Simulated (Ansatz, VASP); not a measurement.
## One calculation of Pd, two programs

INCAR

```
PREC = Accurate
ENCUT = 520
EDIFF = 1E-6
ISMEAR = -1
SIGMA = 0.05
LREAL = False
LASPH = True
NELM = 150
ALGO = Normal
ISIF = 2
LWAVE = False
LCHARG = False
ISPIN = 2
MAGMOM = 0.5 -0.5
LORBIT = 11
LMAXMIX = 4
GGA = PS
NBANDS = 21
```

KPOINTS

```
regular mesh
0
Gamma
  12 12 12
```

POSCAR

```
Pd
1.0
    0.0000000000      2.6630639427      2.6630639427
    2.6630639427      0.0000000000      2.6630639427
    2.6630639427      2.6630639427      0.0000000000
Pd
2
Direct
    0.0000000000      0.0000000000      0.0000000000
    0.5000000000      0.5000000000      0.5000000000
```

Input for Ansatz:

```yaml
crystal:
  lattice:
    - [0.0, 2.6630639427, 2.6630639427]
    - [2.6630639427, 0.0, 2.6630639427]
    - [2.6630639427, 2.6630639427, 0.0]
  atoms:
    - { symbol: Pd, position: [0.0, 0.0, 0.0], spin: 0.5 }
    - { symbol: Pd, position: [0.5, 0.5, 0.5], spin: -0.5 }
hamiltonian:
  xc: pbesol
  pseudopotentials:
    kind: paw
    azcp:
      Pd: "pseudopotentials/Pd.paw.azcp"
basis:
  ecutwfc: 420
  fft_grid_basis: typed
kpoints:
  mp_grid: { grid: [12, 12, 12], shift: [0, 0, 0] }
magnetization:
  spin_polarized: true
scf:
  occupations: { method: fermi_dirac, width: 0.05 }
  lower_state_search: "off"
output:
  stress: true
  write_density: true
  write_potential: true
  elf: true
  volumetric_format: npy
```

Alike in both runs: task single point; functional PBEsol; k mesh 12 × 12 × 12; occupations fermi-dirac, width 0.05 eV; collinear spin.

```csv
,VASP,Ansatz
version,VASP 6.6.1,Ansatz 0.2.0
potentials or method,"VASP PAW PBE potentials, release 64 (Pd), cutoff 520 eV","plane waves (420 eV) with PAW, scalar-relativistic"
valence electrons in the cell,20,36
```

```tsv
	VASP	Ansatz	Ansatz less VASP
pressure (GPa)	-12.4	-12.2	+0.20
net moment per atom (μB)	0.00	0.00	0.000
```

VASP's potentials were made for PBE, not for PBEsol, and Ansatz warns of the same on its side. VASP's potentials hold 20 valence electrons a cell and Ansatz's 36, so a difference there can come from the potentials and not from the codes. Ansatz's warnings: seeded moment not kept.
